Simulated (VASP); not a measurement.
# Pd (P-6m2) in VASP: single point with PBE

Aim: the single point of Pd with PBE.

Program: VASP 6.6.1. These are calculated values, not measurements. Logs are shortened: lines on timing, memory, paths and dates and some standing lists are left out, and cuts for length are marked.

### Step 1. The cell of the first run

Symmetry: P-6m2, No. 187, hexagonal system. Conventional cell: a = 2.779 Å, b = 2.779 Å, c = 18.361 Å, α = 90.00°, β = 90.00°, γ = 120.00°. Pd (site symmetry 3m) has 12 Pd at 2.78 to 2.80 Å within 3.7 Å. Pd (site symmetry 3m) has 12 Pd at 2.78 to 2.81 Å within 3.7 Å. Pd (site symmetry -6m2) has 12 Pd at 2.78 to 2.81 Å within 3.7 Å. Pd (site symmetry 3m) has 12 Pd at 2.78 to 2.80 Å within 3.7 Å. Within 3.7 Å of Pd (site symmetry -6m2) lie 12 Pd at 2.78 to 2.80 Å.

### Step 2. Single point, PBE

Contents of INCAR:

```
ALGO = Fast
EDIFF = 1E-6
ENCUT = 520
GGA = PE
ISIF = 2
ISMEAR = 0
LASPH = T
LCHARG = T
LELF = T
LREAL = F
LVHAR = T
LWAVE = F
NBANDS = 50
NELM = 80
PREC = Accurate
SIGMA = 0.1
```

Contents of KPOINTS:

```
k-points
0
Gamma
  18 18 3
```

Contents of POSCAR:

```
Pd
1.0
    2.7792484675      0.0000000000      0.0000000000
   -1.3896242338      2.4068997763      0.0000000000
    0.0000000000      0.0000000000     18.3610832846
Pd
8
Direct
    0.0000000000      0.0000000000     -0.0008745247
    0.3333333333      0.6666666667      0.1241927344
    0.0000000000      0.0000000000      0.2500000000
    0.3333333333      0.6666666667      0.3758072656
    0.0000000000      0.0000000000      0.5008745247
    0.6666666667      0.3333333333      0.6250150738
    0.3333333333      0.6666666667      0.7500000000
    0.6666666667      0.3333333333      0.8749849262
```

Potentials or basis: VASP PAW PBE potentials, release 64 (Pd).

Command:

```sh
$ cat potpaw_PBE.64/Pd/POTCAR > POTCAR
$ mpirun -np 1 vasp_std > vasp.out
```

OUTCAR:

```text
EDIFF = 1E-6
   ENCUT = 520
   GGA = PE
   ISIF = 2
   ISMEAR = 0
   LASPH = T
   LREAL = F
   NELM = 80
   PREC = Accurate

 ion  position               nearest neighbor table
   1  0.000  0.000  0.999-   8 2.79   8 2.79   8 2.79   2 2.80   2 2.80   2 2.80
   2  0.333  0.667  0.124-   1 2.80   1 2.80   1 2.80   3 2.81   3 2.81   3 2.81
   3  0.000  0.000  0.250-   2 2.81   4 2.81   2 2.81   4 2.81   2 2.81   4 2.81
   4  0.333  0.667  0.376-   5 2.80   5 2.80   5 2.80   3 2.81   3 2.81   3 2.81
   5  0.000  0.000  0.501-   6 2.79   6 2.79   6 2.79   4 2.80   4 2.80   4 2.80
   6  0.667  0.333  0.625-   5 2.79   5 2.79   5 2.79   7 2.80   7 2.80   7 2.80
   7  0.333  0.667  0.750-   6 2.80   8 2.80   6 2.80   8 2.80   6 2.80   8 2.80
   8  0.667  0.333  0.875-   1 2.79   1 2.79   1 2.79   7 2.80   7 2.80   7 2.80

  LATTYP: Found a hexagonal cell.
 ALAT       =     2.7792484675
 C/A-ratio  =     6.6064921864

  Lattice vectors:

 A1 = (   2.7792484675,   0.0000000000,   0.0000000000)
 A2 = (  -1.3896242338,   2.4068997763,   0.0000000000)
 A3 = (   0.0000000000,   0.0000000000,  18.3610832846)

Analysis of symmetry for initial positions (statically):
=====================================================================
 Subroutine PRICEL returns:
 Original cell was already a primitive cell.

 Routine SETGRP: Setting up the symmetry group for a
 hexagonal supercell.

 Subroutine GETGRP returns: Found 12 space group operations
 (whereof  6 operations were pure point group operations)
 out of a pool of 24 trial point group operations.

The static configuration has the point symmetry C_3v.
 The point group associated with its full space group is D_3h.

Analysis of symmetry for dynamics (positions and initial velocities):
=====================================================================
 Subroutine PRICEL returns:
 Original cell was already a primitive cell.

 Routine SETGRP: Setting up the symmetry group for a
 hexagonal supercell.

 Subroutine GETGRP returns: Found 12 space group operations
 (whereof  6 operations were pure point group operations)
 out of a pool of 24 trial point group operations.

The dynamic configuration has the point symmetry C_3v.
 The point group associated with its full space group is D_3h.

 Subroutine INISYM returns: Found 12 space group operations
 (whereof  6 operations are pure point group operations),
 and found     1 'primitive' translations

----------------------------------------------------------------------------------------

                                     Primitive cell

  volume of cell :     122.8241

  direct lattice vectors                    reciprocal lattice vectors
     2.779248467  0.000000000  0.000000000     0.359809499  0.207736111  0.000000000
    -1.389624234  2.406899776  0.000000000     0.000000000  0.415472223  0.000000000
     0.000000000  0.000000000 18.361083285     0.000000000  0.000000000  0.054463017

  length of vectors
     2.779248467  2.779248468 18.361083285     0.415472223  0.415472223  0.054463017

  position of ions in fractional coordinates (direct lattice)
     0.000000000  0.000000000  0.999125475
     0.333333333  0.666666667  0.124192734
     0.000000000  0.000000000  0.250000000
     0.333333333  0.666666667  0.375807266
     0.000000000  0.000000000  0.500874525
     0.666666667  0.333333333  0.625015074
     0.333333333  0.666666667  0.750000000
     0.666666667  0.333333333  0.874984926

  ion indices of the primitive-cell ions
   primitive index   ion index
                 1           1
                 2           2
                 3           3
                 4           4
                 5           5
                 6           6
                 7           7
                 8           8

----------------------------------------------------------------------------------------

 KPOINTS: k-points

Automatic generation of k-mesh.
 Grid dimensions read from file:
 generate k-points for:   18   18    3

 Generating k-lattice:

  Cartesian coordinates                     Fractional coordinates (reciprocal lattice)
     0.019989417  0.011540895  0.000000000     0.055555556 -0.000000000  0.000000000
     0.000000000  0.023081790  0.000000000     0.000000000  0.055555556  0.000000000
     0.000000000  0.000000000  0.018154339     0.000000000  0.000000000  0.333333333

  Length of vectors
     0.023081790  0.023081790  0.018154339

  Shift w.r.t. Gamma in fractional coordinates (k-lattice)
     0.000000000  0.000000000  0.000000000

 Subroutine IBZKPT returns following result:
 ===========================================

 Found     74 irreducible k-points:

 Following reciprocal coordinates:
            Coordinates               Weight
  0.000000  0.000000  0.000000      1.000000
  0.055556  0.000000  0.000000      6.000000
  0.111111  0.000000  0.000000      6.000000
  0.166667 -0.000000  0.000000      6.000000
  0.222222 -0.000000  0.000000      6.000000
  0.277778  0.000000  0.000000      6.000000
[... 16 lines left out ...]
  0.333333  0.111111  0.000000     12.000000
  0.388889  0.111111  0.000000     12.000000
 [... further k-points ...]
   k-points           NKPTS =     74   k-points in BZ     NKDIM =     74   number of bands    NBANDS=     50
   number of dos      NEDOS =    301   number of ions     NIONS =      8
   total plane-waves  NPLWV =  80640
   dimension x,y,z NGX =    24 NGY =   24 NGZ =  140
   dimension x,y,z NGXF=    48 NGYF=   48 NGZF=  280
   ions per type =               8
   NGX,Y,Z   is equivalent  to a cutoff of  14.36, 14.36, 12.68 a.u.
   NGXF,Y,Z  is equivalent  to a cutoff of  28.71, 28.71, 25.35 a.u.
 SYSTEM =  unknown system
   PREC   = accura    normal or accurate (medium, high low for compatibility)
   ISTART =      0    job   : 0-new  1-cont  2-samecut
   ICHARG =      2    charge: 1-file 2-atom 10-const
   ISPIN  =      1    spin polarized calculation?
   LNONCOLLINEAR =      F non collinear calculations
   LSORBIT =      F    spin-orbit coupling
   LASPH  =      T    aspherical Exc in radial PAW
   ENCUT  =  520.0 eV  38.22 Ry    6.18 a.u.   5.17  5.17 34.14*2*pi/ulx,y,z
   NELM   =     80;   NELMIN=  2; NELMDL= -5     # of ELM steps
   EDIFF  = 0.1E-05   stopping-criterion for ELM
   LREAL  =      F    real-space projection
   EDIFFG = 0.1E-04   stopping-criterion for IOM
   NSW    =      0    number of steps for IOM
   IBRION =     -1    ionic relax: 0-MD 1-quasi-New 2-CG
   NFREE  =      0    steps in history (QN), initial steepest desc. (CG)
   ISIF   =      2    stress and relaxation
   ISYM   =      2    0-nonsym 1-usesym 2-fastsym
   POTIM  = 0.5000    time-step for ionic-motion
   TEBEG  =    0.0;   TEEND  =   0.0 temperature during run
   PSTRESS=    0.0 pullay stress
   NELECT =      80.0000    total number of electrons
   NUPDOWN=      -1.0000    fix difference up-down
   EMIN   =  10.00;   EMAX   =-10.00  energy-range for DOS
   EFERMI =   0.00;   METHOD = LEGACY
   ISMEAR =     0;   SIGMA  =   0.10  broadening in eV -4-tet -1-fermi 0-gaus
   EFERMI_NEDOS =   21; number of points for ismear=-14 and -15
   IALGO  =     68    algorithm
   IMIX   =      4    mixing-type and parameters
     AMIX     =   0.40;   BMIX     =  1.00
     AMIX_MAG =   1.60;   BMIX_MAG =  1.00
  volume/ion in A,a.u.               =      15.35       103.61
  Fermi-wavevector in a.u.,A,eV,Ry     =   1.419091  2.681693 27.399677  2.013819
  Thomas-Fermi vector in A             =   2.540148
   LORBIT       =      0    0 simple, 1 ext, 2 COOP (PROOUT), +10 PAW based schemes
   GGA     = PE    functional components
   LHFCALC =     F    Hartree Fock is set to
   AEXX    =    0.0000 exact exchange contribution
   IVDW    =     0    specifies the selected vdW correction
   LEPSILON=     F    determine dielectric tensor
   LRPA    =     F    only Hartree local field effects (RPA)
 non-spin polarized calculation
 RMM-DIIS sequential band-by-band and
 Gauss-broadening in eV      SIGMA  =   0.10
  energy-cutoff  :      520.00
  volume of cell :      122.82
 maximum number of plane-waves:      3331
 NGX is ok and might be reduce to    24
   NGX = 11   NGY = 11   NGZ = 69

 number of electron      80.0000021 magnetization

 Free energy of the ion-electron system (eV)
  ---------------------------------------------------
  ext. energy  EPLUGINS =         0.00000000
  ---------------------------------------------------
  free energy    TOTEN  =       -41.67488860 eV

  energy without entropy =      -41.57146873  energy(sigma->0) =      -41.62317867

 E-fermi :   9.1287     XC(G=0): -12.9348

 val. band max:        9.1281335899   @ k =   0.3333   0.1667   0.0000
 cond. band min:       9.1349752324   @ k =   0.3333   0.0556   0.0000
 fundamental gap:      0.0068416425
 Fermi energy:         9.1286739379

 k-point     1 :       0.0000    0.0000    0.0000
  band No.  band energies     occupation
      1       2.2868      2.00000
      2       2.7971      2.00000
      3       2.8162      2.00000
      4       3.9039      2.00000
      5       3.9044      2.00000
      6       4.1204      2.00000
[... 42 lines left out ...]
     49      15.9608      0.00000
     50      18.5629      0.00000

 k-point     2 :       0.0556    0.0000    0.0000
  band No.  band energies     occupation
      1       2.3844      2.00000
      2       2.8901      2.00000
      3       2.9091      2.00000
      4       3.9931      2.00000
      5       3.9937      2.00000
      6       4.1920      2.00000
[... 42 lines left out ...]
     49      15.9612      0.00000
     50      18.6187      0.00000

 k-point     3 :       0.1111    0.0000    0.0000
  band No.  band energies     occupation
      1       2.6688      2.00000
      2       3.1571      2.00000
      3       3.1758      2.00000
      4       4.2411      2.00000
      5       4.2420      2.00000
      6       4.3912      2.00000
[... 1102 lines left out ...]
     49      17.2156      0.00000
     50      17.4415      0.00000

 k-point    24 :       0.3889    0.1111    0.0000
  band No.  band energies     occupation
      1       4.3578      2.00000
      2       4.3598      2.00000
      3       4.4458      2.00000
      4       4.4833      2.00000
      5       4.5234      2.00000
      6       4.7147      2.00000
[... 42 lines left out ...]
     49      16.7453      0.00000
     50      16.7652      0.00000

 [... further k-points ...]

------------------------ aborting loop because EDIFF is reached ----------------------------------------

  FORCE on cell =-STRESS in cart. coord.  units (eV):
  Direction    XX          YY          ZZ          XY          YZ          ZX
  --------------------------------------------------------------------------------------
  -------------------------------------------------------------------------------------
  Total       -0.1877707     -0.1877707     -0.2099022      0.0000000      0.0000000      0.0000000
  in kB       -2.4493719     -2.4493719     -2.7380656      0.0000000      0.0000000      0.0000000
  external PRESSURE =      -2.5456032 kB  Pullay stress =       0.0000000 kB

 VOLUME and BASIS-vectors are now :
 -----------------------------------------------------------------------------
  energy-cutoff  :      520.00
  volume of cell :      122.82
      direct lattice vectors                 reciprocal lattice vectors
     2.779248467  0.000000000  0.000000000     0.359809499  0.207736111  0.000000000
    -1.389624234  2.406899776  0.000000000     0.000000000  0.415472223  0.000000000
     0.000000000  0.000000000 18.361083285     0.000000000  0.000000000  0.054463017

 POSITION                                       TOTAL-FORCE (eV/Angst)
 -----------------------------------------------------------------------------------
      0.00000      0.00000     18.34503        -0.000000      0.000000     -0.001076
     -0.00000      1.60460      2.28031        -0.000000     -0.000000     -0.000455
      0.00000      0.00000      4.59027         0.000000      0.000000      0.000000
     -0.00000      1.60460      6.90023         0.000000      0.000000      0.000455
      0.00000      0.00000      9.19660        -0.000000      0.000000      0.001076
      1.38962      0.80230     11.47595         0.000000     -0.000000     -0.001817
     -0.00000      1.60460     13.77081        -0.000000      0.000000      0.000000
      1.38962      0.80230     16.06567         0.000000     -0.000000      0.001817
 -----------------------------------------------------------------------------------
    total drift:                                0.000000     -0.000000      0.000000

  FREE ENERGIE OF THE ION-ELECTRON SYSTEM (eV)
  ---------------------------------------------------
  free  energy   TOTEN  =       -41.6748885992 eV

  energy  without entropy=      -41.5714687329  energy(sigma->0) =      -41.62317867
```

Run time: 22 min. Hardware: 1 thread of Oxide Virtual Turin-like, shared host; peak memory 0.44 GiB.

Results:

* Free energy: -41.6749 eV
* Pressure: -0.3 GPa
* Band gap on the k mesh: zero (bands 40 and 41 overlap by 1.02 eV)
